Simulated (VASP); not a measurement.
# HfN in VASP: a series of runs

The runs below take HfN through single point, with PBE.

Program: VASP 6.6.1. These are calculated values, not measurements. Logs are shortened: lines on timing, memory, paths and dates and some standing lists are left out, and cuts for length are marked.

## (1) The cell of the first run

Symmetry: R-3m, No. 166, trigonal system. The conventional cell has a = 3.147 Å, b = 3.147 Å, c = 8.060 Å, α = 90.00°, β = 90.00°, γ = 120.00°. Within 3.0 Å of Hf (site symmetry -3m) lie 6 N at 2.26 Å. Within 3.0 Å of N (site symmetry -3m) lie 6 Hf at 2.26 Å.

## (2) Single point, PBE (equal xy, yz and zx shear strains of +3 %)

INCAR

```
  PREC = Accurate
  ENCUT = 520
  EDIFF = 1E-7
  ISMEAR = -1
  SIGMA = 0.03
  LREAL = False
  LASPH = True
  NELM = 60
  ALGO = Normal
  ISIF = 2
  LWAVE = False
  LCHARG = False
  GGA = PE
  NBANDS = 14
```

KPOINTS

```
Automatic mesh
0
Gamma
  10 10 10
```

POSCAR

```
HfN
1.0
    0.0677700000      2.2928850000      2.2928850000
    2.2928850000      0.0677700000      2.2928850000
    2.2928850000      2.2928850000      0.0677700000
Hf N
1 1
Direct
    0.0000000000      0.0000000000      0.0000000000
    0.5000000000      0.5000000000      0.5000000000
```

Potentials or basis: VASP PAW PBE potentials, release 64 (Hf_pv, N).

Launch:

```sh
$ cat potpaw_PBE.64/Hf_pv/POTCAR potpaw_PBE.64/N/POTCAR > POTCAR
$ mpirun -np 1 vasp_std > vasp.out
```

OUTCAR:

```text
PREC = Accurate
   ENCUT = 520
   EDIFF = 1E-7
   ISMEAR = -1
   LREAL = False
   LASPH = True
   NELM = 60
   ISIF = 2
   GGA = PE

 ion  position               nearest neighbor table
   1  0.000  0.000  0.000-   2 2.26   2 2.26   2 2.26   2 2.26   2 2.26   2 2.26
   2  0.500  0.500  0.500-   1 2.26   1 2.26   1 2.26   1 2.26   1 2.26   1 2.26

  LATTYP: Found a trigonal (rhomboedric) cell.
 ALAT       =     3.2433371732
 COS(alpha) =     0.5293254421

  Lattice vectors:

 A1 = (   0.0677700000,   2.2928850000,   2.2928850000)
 A2 = (   2.2928850000,   0.0677700000,   2.2928850000)
 A3 = (   2.2928850000,   2.2928850000,   0.0677700000)

Analysis of symmetry for initial positions (statically):
=====================================================================
 Subroutine PRICEL returns:
 Original cell was already a primitive cell.

 Routine SETGRP: Setting up the symmetry group for a
 trigonal (rhombohedral) supercell.

 Subroutine GETGRP returns: Found 12 space group operations
 (whereof 12 operations were pure point group operations)
 out of a pool of 12 trial point group operations.

The static configuration has the point symmetry D_3d.

Analysis of symmetry for dynamics (positions and initial velocities):
=====================================================================
 Subroutine PRICEL returns:
 Original cell was already a primitive cell.

 Routine SETGRP: Setting up the symmetry group for a
 trigonal (rhombohedral) supercell.

 Subroutine GETGRP returns: Found 12 space group operations
 (whereof 12 operations were pure point group operations)
 out of a pool of 12 trial point group operations.

The dynamic configuration has the point symmetry D_3d.

 Subroutine INISYM returns: Found 12 space group operations
 (whereof 12 operations are pure point group operations),
 and found     1 'primitive' translations

----------------------------------------------------------------------------------------

                                     Primitive cell

  volume of cell :      23.0403

  direct lattice vectors                    reciprocal lattice vectors
     0.067770000  2.292885000  2.292885000    -0.227979926  0.221435048  0.221435048
     2.292885000  0.067770000  2.292885000     0.221435048 -0.227979926  0.221435048
     2.292885000  2.292885000  0.067770000     0.221435048  0.221435048 -0.227979926

  length of vectors
[... 84 lines left out ...]
   EDIFFG = 0.1E-05   stopping-criterion for IOM
   NSW    =      0    number of steps for IOM
   IBRION =     -1    ionic relax: 0-MD 1-quasi-New 2-CG
   NFREE  =      0    steps in history (QN), initial steepest desc. (CG)
   ISIF   =      2    stress and relaxation
   ISYM   =      2    0-nonsym 1-usesym 2-fastsym
   POTIM  = 0.5000    time-step for ionic-motion
   TEBEG  =    0.0;   TEEND  =   0.0 temperature during run
   PSTRESS=    0.0 pullay stress
   NELECT =      15.0000    total number of electrons
   NUPDOWN=      -1.0000    fix difference up-down
   EMIN   =  10.00;   EMAX   =-10.00  energy-range for DOS
   EFERMI =   0.00;   METHOD = LEGACY
   ISMEAR =    -1;   SIGMA  =   0.03  broadening in eV -4-tet -1-fermi 0-gaus
   EFERMI_NEDOS =   21; number of points for ismear=-14 and -15
   IALGO  =     38    algorithm
   IMIX   =      4    mixing-type and parameters
     AMIX     =   0.40;   BMIX     =  1.00
     AMIX_MAG =   1.60;   BMIX_MAG =  1.00
  volume/ion in A,a.u.               =      11.52        77.74
  Fermi-wavevector in a.u.,A,eV,Ry     =   1.418870  2.681275 27.391123  2.013191
  Thomas-Fermi vector in A             =   2.539950
   LORBIT       =      0    0 simple, 1 ext, 2 COOP (PROOUT), +10 PAW based schemes
   GGA     = PE    functional components
   LHFCALC =     F    Hartree Fock is set to
   AEXX    =    0.0000 exact exchange contribution
   IVDW    =     0    specifies the selected vdW correction
   LEPSILON=     F    determine dielectric tensor
   LRPA    =     F    only Hartree local field effects (RPA)
 non-spin polarized calculation
  energy-cutoff  :      520.00
  volume of cell :       23.04
 maximum number of plane-waves:       636
   NGX = 13   NGY = 13   NGZ = 13

 number of electron      14.9999999 magnetization

 Free energy of the ion-electron system (eV)
  ---------------------------------------------------
  ext. energy  EPLUGINS =         0.00000000
  ---------------------------------------------------
  free energy    TOTEN  =       -21.72776641 eV

  energy without entropy =      -21.72611668  energy(sigma->0) =      -21.72694155

 E-fermi :   8.4324     XC(G=0): -12.7362

 val. band max:        8.4232361309   @ k =  -0.2000   0.4000   0.2000
 cond. band min:       8.4666607953   @ k =  -0.1000   0.1000   0.0000
 fundamental gap:      0.0434246644
 Fermi energy:         8.4323651140

 k-point     1 :       0.0000    0.0000    0.0000
  band No.  band energies     occupation
      1     -22.7996      2.00000
      2     -22.7439      2.00000
      3     -22.7439      2.00000
      4      -9.1190      2.00000
      5       5.2082      2.00000
      6       5.4575      2.00000
      7       5.4575      2.00000
      8       7.5293      2.00000
      9       8.2518      1.99515
     10       8.2518      1.99515
     11      10.2769      0.00000
     12      10.3968      0.00000
     13      10.3968      0.00000
     14      17.9818      0.00000
[... 377 lines left out ...]
      1     -23.4410      2.00000
      2     -23.0219      2.00000
      3     -23.0063      2.00000
      4      -7.7168      2.00000
      5       1.8003      2.00000
      6       3.8367      2.00000
      7       4.1597      2.00000
      8       5.9482      2.00000
      9      12.4577      0.00000
     10      12.8259      0.00000
     11      13.1282      0.00000
     12      13.3306      0.00000
     13      17.5362      0.00000
     14      19.8083      0.00000

 [... further k-points ...]
[... 5 lines left out ...]
  --------------------------------------------------------------------------------------
  -------------------------------------------------------------------------------------
  Total        0.4740823      0.4740823      0.4740823     -0.4952120     -0.4952120     -0.4952120
  in kB       32.9667329     32.9667329     32.9667329    -34.4360541    -34.4360541    -34.4360541
  external PRESSURE =      32.9667329 kB  Pullay stress =       0.0000000 kB

 VOLUME and BASIS-vectors are now :
 -----------------------------------------------------------------------------
  energy-cutoff  :      520.00
  volume of cell :       23.04
      direct lattice vectors                 reciprocal lattice vectors
     0.067770000  2.292885000  2.292885000    -0.227979926  0.221435048  0.221435048
     2.292885000  0.067770000  2.292885000     0.221435048 -0.227979926  0.221435048
     2.292885000  2.292885000  0.067770000     0.221435048  0.221435048 -0.227979926

 POSITION                                       TOTAL-FORCE (eV/Angst)
 -----------------------------------------------------------------------------------
      0.00000      0.00000      0.00000         0.000000     -0.000000     -0.000000
      2.32677      2.32677      2.32677        -0.000000      0.000000      0.000000
 -----------------------------------------------------------------------------------
    total drift:                                0.000000     -0.000000     -0.000000

  FREE ENERGIE OF THE ION-ELECTRON SYSTEM (eV)
  ---------------------------------------------------
  free  energy   TOTEN  =       -21.7277664129 eV

  energy  without entropy=      -21.7261166841  energy(sigma->0) =      -21.72694155
```

stdout:

```text
POSCAR found type information on POSCAR HfN
 POSCAR found :  2 types and       2 ions
 scaLAPACK will be used
 LDA part: xc-table for (Slater+PW92), standard interpolation
 POSCAR, INCAR and KPOINTS ok, starting setup
 FFT: planning ... GRIDC
 FFT: planning ... GRID_SOFT
 FFT: planning ... GRID
 WAVECAR not read
 entering main loop
```

It took 16 s on 1 thread of Intel Xeon Platinum 8488C (Sapphire Rapids), shared host; peak memory 0.16 GiB.

Results:

```yaml
Free_energy: -21.7278 eV
Pressure: 3.3 GPa
```

Levels at points of the mesh, in eV from the Fermi level:
```csv
k point,band 4,band 5,band 6,band 7,band 8,band 9,band 10,band 11
"(0.00, 0.00, 0.00)",-17.55,-3.22,-2.97,-2.97,-0.90,-0.18,-0.18,1.84
"(0.50, 0.00, 0.00)",-14.80,-8.91,-6.51,-6.09,2.78,3.91,4.11,4.36
"(0.50, 0.50, 0.00)",-16.45,-5.46,-3.86,-3.84,-3.62,4.02,5.27,5.53
"(0.50, 0.50, 0.50)",-14.90,-8.98,-5.96,-5.96,3.04,3.41,3.41,4.55
```

Caveat: the cell differs from its parent crystal (equal xy, yz and zx shear strains of +3 %); spin-orbit coupling is left out, which moves the levels of the heavy elements.

(Continued in part 2 of 2.)
